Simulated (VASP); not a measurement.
# SiC (Imm2) in VASP: a series of runs

SiC is run at these levels: r2SCAN; tasks: single point.

All numbers are computed with VASP 6.6.1; they aren't measurements. Logs are shortened: lines on timing, memory, paths and dates and some standing lists are left out, and cuts for length are marked.

**1. The cell of the first run**

It takes space group Imm2 (No. 44, orthorhombic). Conventional cell: a = 3.075 Å, b = 3.075 Å, c = 4.348 Å, α = 90.00°, β = 90.00°, γ = 90.00°. Si (site symmetry mm2) has 4 C at 1.66 to 2.17 Å within 2.2 Å. C (site symmetry mm2) has 4 Si at 1.66 to 2.17 Å within 2.2 Å.

**2. Single point, r2SCAN (atom 1 (Si) moved by (+0.000, -0.450) A along [1 1 0] and z)**

POSCAR

```
SiC
1.0
    0.0000000000      2.1740000000      2.1740000000
    2.1740000000      0.0000000000      2.1740000000
    2.1740000000      2.1740000000      0.0000000000
Si C
1 1
Direct
   -0.1034958602     -0.1034958602      0.1034958602
    0.7500000000      0.7500000000      0.7500000000
```

INCAR.step1

```
ALGO     = Normal         # electronic algorithm
EDIFF    = 1E-4           # SCF threshold, eV
ENCUT    = 520            # plane-wave cutoff, eV
GGA      = PE             # functional
ISMEAR   = 0              # smearing method
LASPH    = T              # aspherical terms in the spheres
LCHARG   = F              # write CHGCAR
LREAL    = F              # projectors in reciprocal space
LWAVE    = T              # write WAVECAR
NBANDS   = 11             # bands
NELM     = 80             # most SCF steps
PREC     = Accurate       # precision mode
SIGMA    = 0.05           # smearing width, eV
```

INCAR.step2

```
ALGO     = Normal         # electronic algorithm
EDIFF    = 1E-7           # SCF threshold, eV
ENCUT    = 520            # plane-wave cutoff, eV
ISIF     = 2              # what is computed and relaxed
ISMEAR   = 0              # smearing method
ISTART   = 1            
LASPH    = T              # aspherical terms in the spheres
LCHARG   = F              # write CHGCAR
LMIXTAU  = T            
LREAL    = F              # projectors in reciprocal space
LWAVE    = F              # write WAVECAR
METAGGA  = R2SCAN         # meta-GGA
NBANDS   = 11             # bands
NELM     = 80             # most SCF steps
PREC     = Accurate       # precision mode
SIGMA    = 0.05           # smearing width, eV
```

KPOINTS

```
k-points
0
Gamma
  12 12 12
```

Potentials or basis: VASP PAW PBE potentials, release 64 (Si, C).

Launch:

```bash
> cat potpaw_PBE.64/Si/POTCAR potpaw_PBE.64/C/POTCAR > POTCAR
> cp INCAR.step1 INCAR
> mpirun -np 1 vasp_std > vasp.out
> cp INCAR.step2 INCAR
> mpirun -np 1 vasp_std > vasp.out
```

OUTCAR:

```text
EDIFF = 1E-7
   ENCUT = 520
   ISIF = 2
   ISMEAR = 0
   ISTART = 1
   LASPH = T
   LREAL = F
   METAGGA = R2SCAN
   NELM = 80
   PREC = Accurate

 ion  position               nearest neighbor table
   1  0.897  0.897  0.103-   2 1.66   2 1.66   2 2.17   2 2.17
   2  0.750  0.750  0.750-   1 1.66   1 1.66   1 2.17   1 2.17

  LATTYP: Found a face centered cubic cell.
 ALAT       =     4.3480000000

  Lattice vectors:

 A1 = (   0.0000000000,   2.1740000000,   2.1740000000)
 A2 = (   2.1740000000,   0.0000000000,   2.1740000000)
 A3 = (   2.1740000000,   2.1740000000,   0.0000000000)

Analysis of symmetry for initial positions (statically):
=====================================================================
 Subroutine PRICEL returns:
 Original cell was already a primitive cell.

 Routine SETGRP: Setting up the symmetry group for a
 face centered cubic supercell.

 Subroutine GETGRP returns: Found  4 space group operations
 (whereof  4 operations were pure point group operations)
 out of a pool of 48 trial point group operations.

The static configuration has the point symmetry C_2v.

Analysis of symmetry for dynamics (positions and initial velocities):
=====================================================================
 Subroutine PRICEL returns:
 Original cell was already a primitive cell.

 Routine SETGRP: Setting up the symmetry group for a
 face centered cubic supercell.

 Subroutine GETGRP returns: Found  4 space group operations
 (whereof  4 operations were pure point group operations)
 out of a pool of 48 trial point group operations.

The dynamic configuration has the point symmetry C_2v.

 Subroutine INISYM returns: Found  4 space group operations
 (whereof  4 operations are pure point group operations),
 and found     1 'primitive' translations

----------------------------------------------------------------------------------------

                                     Primitive cell

  volume of cell :      20.5498

  direct lattice vectors                    reciprocal lattice vectors
     0.000000000  2.174000000  2.174000000    -0.229990800  0.229990800  0.229990800
     2.174000000  0.000000000  2.174000000     0.229990800 -0.229990800  0.229990800
     2.174000000  2.174000000  0.000000000     0.229990800  0.229990800 -0.229990800

  length of vectors
     3.074500285  3.074500285  3.074500285     0.398355752  0.398355752  0.398355752

  position of ions in fractional coordinates (direct lattice)
     0.896504140  0.896504140  0.103495860
     0.750000000  0.750000000  0.750000000

  ion indices of the primitive-cell ions
   primitive index   ion index
                 1           1
                 2           2

----------------------------------------------------------------------------------------

 KPOINTS: k-points

Automatic generation of k-mesh.
 Grid dimensions read from file:
 generate k-points for:   12   12   12

 Generating k-lattice:

  Cartesian coordinates                     Fractional coordinates (reciprocal lattice)
    -0.019165900  0.019165900  0.019165900     0.083333333  0.000000000  0.000000000
     0.019165900 -0.019165900  0.019165900     0.000000000  0.083333333  0.000000000
     0.019165900  0.019165900 -0.019165900     0.000000000  0.000000000  0.083333333

  Length of vectors
     0.033196313  0.033196313  0.033196313

  Shift w.r.t. Gamma in fractional coordinates (k-lattice)
     0.000000000  0.000000000  0.000000000

 Subroutine IBZKPT returns following result:
 ===========================================

 Found    280 irreducible k-points:

 Following reciprocal coordinates:
            Coordinates               Weight
  0.000000  0.000000  0.000000      1.000000
  0.083333  0.000000  0.000000      4.000000
  0.000000  0.000000  0.083333      4.000000
  0.166667  0.000000  0.000000      4.000000
  0.000000  0.000000  0.166667      4.000000
  0.250000  0.000000  0.000000      4.000000
[... 16 lines left out ...]
  0.083333  0.083333 -0.166667      4.000000
  0.333333  0.083333  0.000000      4.000000
 [... further k-points ...]
   k-points           NKPTS =    280   k-points in BZ     NKDIM =    280   number of bands    NBANDS=     11
   number of dos      NEDOS =    301   number of ions     NIONS =      2
   total plane-waves  NPLWV =  13824
   dimension x,y,z NGX =    24 NGY =   24 NGZ =   24
   dimension x,y,z NGXF=    48 NGYF=   48 NGZF=   48
   ions per type =               1   1
   NGX,Y,Z   is equivalent  to a cutoff of  12.98, 12.98, 12.98 a.u.
   NGXF,Y,Z  is equivalent  to a cutoff of  25.95, 25.95, 25.95 a.u.
 SYSTEM =  unknown system
   PREC   = accura    normal or accurate (medium, high low for compatibility)
   ISTART =      1    job   : 0-new  1-cont  2-samecut
   ICHARG =      0    charge: 1-file 2-atom 10-const
   ISPIN  =      1    spin polarized calculation?
   LNONCOLLINEAR =      F non collinear calculations
   LSORBIT =      F    spin-orbit coupling
   LASPH  =      T    aspherical Exc in radial PAW
   ENCUT  =  520.0 eV  38.22 Ry    6.18 a.u.   5.72  5.72  5.72*2*pi/ulx,y,z
   NELM   =     80;   NELMIN=  2; NELMDL=  0     # of ELM steps
   EDIFF  = 0.1E-06   stopping-criterion for ELM
   LREAL  =      F    real-space projection
   EDIFFG = 0.1E-05   stopping-criterion for IOM
   NSW    =      0    number of steps for IOM
   IBRION =     -1    ionic relax: 0-MD 1-quasi-New 2-CG
   NFREE  =      0    steps in history (QN), initial steepest desc. (CG)
   ISIF   =      2    stress and relaxation
   ISYM   =      2    0-nonsym 1-usesym 2-fastsym
   POTIM  = 0.5000    time-step for ionic-motion
   TEBEG  =    0.0;   TEEND  =   0.0 temperature during run
   PSTRESS=    0.0 pullay stress
   NELECT =       8.0000    total number of electrons
   NUPDOWN=      -1.0000    fix difference up-down
   EMIN   =  10.00;   EMAX   =-10.00  energy-range for DOS
   EFERMI =   0.00;   METHOD = LEGACY
   ISMEAR =     0;   SIGMA  =   0.05  broadening in eV -4-tet -1-fermi 0-gaus
   EFERMI_NEDOS =   21; number of points for ismear=-14 and -15
   IALGO  =     38    algorithm
   IMIX   =      4    mixing-type and parameters
     AMIX     =   0.40;   BMIX     =  1.00
     AMIX_MAG =   1.60;   BMIX_MAG =  1.00
  volume/ion in A,a.u.               =      10.27        69.34
  Fermi-wavevector in a.u.,A,eV,Ry     =   1.195369  2.258920 19.441458  1.428907
  Thomas-Fermi vector in A             =   2.331336
   LORBIT       =      0    0 simple, 1 ext, 2 COOP (PROOUT), +10 PAW based schemes
   METAGGA = R2SCAN    functional components
   LHFCALC =     F    Hartree Fock is set to
   AEXX    =    0.0000 exact exchange contribution
   IVDW    =     0    specifies the selected vdW correction
   LEPSILON=     F    determine dielectric tensor
   LRPA    =     F    only Hartree local field effects (RPA)
 non-spin polarized calculation
 Gauss-broadening in eV      SIGMA  =   0.05
  energy-cutoff  :      520.00
  volume of cell :       20.55
 maximum number of plane-waves:       568
   NGX = 11   NGY = 11   NGZ = 11

 number of electron       8.0000001 magnetization

 Free energy of the ion-electron system (eV)
  ---------------------------------------------------
  ext. energy  EPLUGINS =         0.00000000
  ---------------------------------------------------
  free energy    TOTEN  =       -17.55638097 eV

  energy without entropy =      -17.55633891  energy(sigma->0) =      -17.55635994

 E-fermi :   9.3104     XC(G=0): -11.9651

 val. band max:        9.3010152004   @ k =   0.0000   0.0000   0.0000
 cond. band min:       9.3390057467   @ k =   0.0833   0.0833   0.1667
 fundamental gap:      0.0379905463
 Fermi energy:         9.3103603126

 k-point     1 :       0.0000    0.0000    0.0000
  band No.  band energies     occupation
      1      -8.2932      2.00000
      2       5.6150      2.00000
      3       8.4651      2.00000
      4       9.3010      1.20847
      5      13.9778      0.00000
      6      16.0673      0.00000
      7      16.0854      0.00000
      8      17.1065      0.00000
      9      22.9561      0.00000
     10      23.5266      0.00000
     11      23.7751      0.00000

 k-point     2 :       0.0833    0.0000    0.0000
  band No.  band energies     occupation
      1      -8.1569      2.00000
      2       5.5527      2.00000
      3       7.8278      2.00000
      4       9.0154      2.00000
      5      14.2885      0.00000
      6      15.7523      0.00000
      7      16.5678      0.00000
      8      17.2801      0.00000
      9      22.4749      0.00000
     10      23.0032      0.00000
     11      23.8905      0.00000

 k-point     3 :       0.0000    0.0000    0.0833
  band No.  band energies     occupation
      1      -8.1508      2.00000
      2       5.2237      2.00000
      3       8.2014      2.00000
      4       9.1963      1.99874
      5      14.2172      0.00000
      6      15.6023      0.00000
      7      16.1924      0.00000
      8      17.8370      0.00000
      9      21.6438      0.00000
     10      22.8640      0.00000
     11      25.4003      0.00000

 k-point     4 :       0.1667    0.0000    0.0000
  band No.  band energies     occupation
      1      -7.7544      2.00000
      2       5.3913      2.00000
      3       6.0985      2.00000
      4       8.7395      2.00000
      5      14.2382      0.00000
      6      16.0261      0.00000
      7      17.0112      0.00000
      8      17.6212      0.00000
      9      21.8281      0.00000
     10      22.9091      0.00000
     11      23.4513      0.00000
[... 239 lines left out ...]
 k-point    22 :       0.0833    0.0000    0.2500
  band No.  band energies     occupation
      1      -7.1718      2.00000
      2       2.9909      2.00000
      3       7.0657      2.00000
      4       8.6339      2.00000
      5      14.1438      0.00000
      6      15.0971      0.00000
      7      16.5074      0.00000
      8      19.4570      0.00000
      9      20.5879      0.00000
     10      22.8554      0.00000
     11      25.2371      0.00000

 k-point    23 :       0.0833    0.0833   -0.1667
  band No.  band energies     occupation
      1      -7.1840      2.00000
      2       3.2562      2.00000
      3       6.8763      2.00000
      4       8.0629      2.00000
      5      14.3743      0.00000
      6      15.6604      0.00000
      7      17.0760      0.00000
      8      18.4583      0.00000
      9      21.0302      0.00000
     10      22.5438      0.00000
     11      25.6337      0.00000

 k-point    24 :       0.3333    0.0833    0.0000
  band No.  band energies     occupation
      1      -6.4414      2.00000
      2       2.7460      2.00000
      3       4.7642      2.00000
      4       8.0730      2.00000
      5      13.6082      0.00000
      6      15.3934      0.00000
      7      17.9084      0.00000
      8      18.5587      0.00000
      9      22.1223      0.00000
     10      24.0011      0.00000
     11      24.3838      0.00000

 [... further k-points ...]
[... 5 lines left out ...]
  --------------------------------------------------------------------------------------
  -------------------------------------------------------------------------------------
  Total        4.5339016      4.5339016      0.0020603      4.1667777      0.0000000      0.0000000
  in kB      353.4874939    353.4874939      0.1606344    324.8645291      0.0000000      0.0000000
  external PRESSURE =     235.7118740 kB  Pullay stress =       0.0000000 kB

 VOLUME and BASIS-vectors are now :
 -----------------------------------------------------------------------------
  energy-cutoff  :      520.00
  volume of cell :       20.55
      direct lattice vectors                 reciprocal lattice vectors
     0.000000000  2.174000000  2.174000000    -0.229990800  0.229990800  0.229990800
     2.174000000  0.000000000  2.174000000     0.229990800 -0.229990800  0.229990800
     2.174000000  2.174000000  0.000000000     0.229990800  0.229990800 -0.229990800

 POSITION                                       TOTAL-FORCE (eV/Angst)
 -----------------------------------------------------------------------------------
      2.17400      2.17400      3.89800         0.000000      0.000000      6.820124
      3.26100      3.26100      3.26100        -0.000000     -0.000000     -6.820124
 -----------------------------------------------------------------------------------
    total drift:                               -0.000000     -0.000000      0.000089

  FREE ENERGIE OF THE ION-ELECTRON SYSTEM (eV)
  ---------------------------------------------------
  free  energy   TOTEN  =       -17.5563809708 eV

  energy  without entropy=      -17.5563389141  energy(sigma->0) =      -17.55635994
```

Wall time 2.7 min (1 thread of AMD EPYC 9R45 (Zen 5), shared host); peak memory 0.15 GiB.

What came out:

```yaml
Free_energy: -17.5564 eV
Pressure: 23.6 GPa
Largest_force: 6.820 eV/Å
Band_gap_on_the_k_mesh: zero (band 4 reaches 9.34 eV, above the bottom of band 5 at 9.21 eV)
```

Forces in eV/Å, atoms in the order of the input:
```
Si   0.000  0.000  6.820
C    0.000  0.000 -6.820
```

Stress tensor (GPa, compression positive):
```
35.35 32.49  0.00
32.49 35.35  0.00
 0.00  0.00  0.02
```

Levels at points of the mesh, in eV from the Fermi level:
| k point | band 1 | band 2 | band 3 | band 4 | band 5 | band 6 | band 7 | band 8 |
| --- | --- | --- | --- | --- | --- | --- | --- | --- |
| (0.00, 0.00, 0.00) | -17.60 | -3.70 | -0.85 | -0.01 | 4.67 | 6.76 | 6.78 | 7.80 |
| (0.50, 0.00, 0.00) | -14.33 | -9.37 | -4.48 | -1.14 | 3.92 | 5.46 | 7.51 | 9.36 |
| (0.00, 0.00, 0.50) | -13.73 | -11.00 | -2.75 | -1.08 | 3.89 | 5.26 | 7.74 | 9.88 |
| (0.50, 0.50, 0.00) | -12.79 | -8.91 | -6.08 | -3.92 | 0.24 | 3.88 | 13.53 | 13.68 |
| (0.00, 0.50, 0.50) | -12.64 | -9.76 | -4.23 | -4.04 | -0.10 | 2.57 | 12.15 | 15.03 |

Caveat: the cell differs from its parent crystal (atom 1 (Si) moved by (+0.000, -0.450) A along [1 1 0] and z); the PAW data sets were made with another functional, which shifts forces and pressure a little.

**3. Single point, r2SCAN (atom 1 (Si) moved by (+0.000, -0.225) A along [1 1 0] and z)**

POSCAR: that of step 2 with these lines changed.

```diff
@@ -8,3 +8,3 @@
 Direct
-   -0.1034958602     -0.1034958602      0.1034958602
+   -0.0517479301     -0.0517479301      0.0517479301
     0.7500000000      0.7500000000      0.7500000000
```

INCAR.step1

```
PREC = Accurate ; ENCUT = 520
ISMEAR = 0 ; SIGMA = 0.05
LREAL = F ; LASPH = T
NELM = 80 ; NBANDS = 11
GGA = PE ; ALGO = Normal
EDIFF = 1E-4 ; LWAVE = T
LCHARG = F
```

INCAR.step2

```
PREC = Accurate ; ENCUT = 520
EDIFF = 1E-6 ; ISMEAR = 0
SIGMA = 0.05 ; LREAL = F
LASPH = T ; NELM = 80
ALGO = Normal ; ISIF = 2
LWAVE = F ; LCHARG = T
METAGGA = R2SCAN ; LMIXTAU = T
LELF = T ; LVHAR = T
NBANDS = 11 ; ISTART = 1
```

KPOINTS

```
Automatic mesh
0
Gamma
  12 12 12
```

Potentials or basis: VASP PAW PBE potentials, release 64 (Si, C).

Launch:

```bash
> cat potpaw_PBE.64/Si/POTCAR potpaw_PBE.64/C/POTCAR > POTCAR
> cp INCAR.step1 INCAR
> mpirun -np 1 vasp_std > vasp.out
> cp INCAR.step2 INCAR
> mpirun -np 1 vasp_std > vasp.out
```

Run time: 2.8 min. Hardware: 1 thread of AMD EPYC 9R45 (Zen 5), shared host; peak memory 0.15 GiB.

The run converged. Its results:

```yaml
Free_energy: -18.8383 eV
Pressure: 7.2 GPa
Largest_force: 4.201 eV/Å
Band_gap_on_the_k_mesh: 0.66 eV, indirect (least direct gap 4.53 eV)
```

Forces on the atoms (eV/Å):
```
Si   0.000  0.000  4.201
C    0.000  0.000 -4.201
```

Stress tensor (GPa, compression positive):
```
10.32 14.55  0.00
14.55 10.32  0.00
 0.00  0.00  0.88
```

Levels at points of the mesh, in eV from the valence-band top:
```csv
k point,band 1,band 2,band 3,band 4,band 5,band 6,band 7,band 8,band 9
"(0.00, 0.00, 0.00)",-17.17,-2.14,-0.80,0.00,5.75,6.75,6.99,7.58,14.25
"(0.50, 0.00, 0.00)",-13.72,-9.33,-3.07,-1.42,4.91,6.01,7.46,9.98,16.16
"(0.00, 0.00, 0.50)",-13.38,-10.22,-2.36,-1.19,4.91,6.21,7.90,9.98,15.85
"(0.50, 0.50, 0.00)",-12.16,-8.84,-4.95,-3.78,0.74,4.03,14.26,14.28,14.72
"(0.00, 0.50, 0.50)",-12.11,-9.11,-4.14,-4.08,0.66,3.64,13.99,14.63,15.05
```

Caveat: the cell differs from its parent crystal (atom 1 (Si) moved by (+0.000, -0.225) A along [1 1 0] and z); the PAW data sets were made with another functional, which shifts forces and pressure a little. A k mesh can miss the band edges.
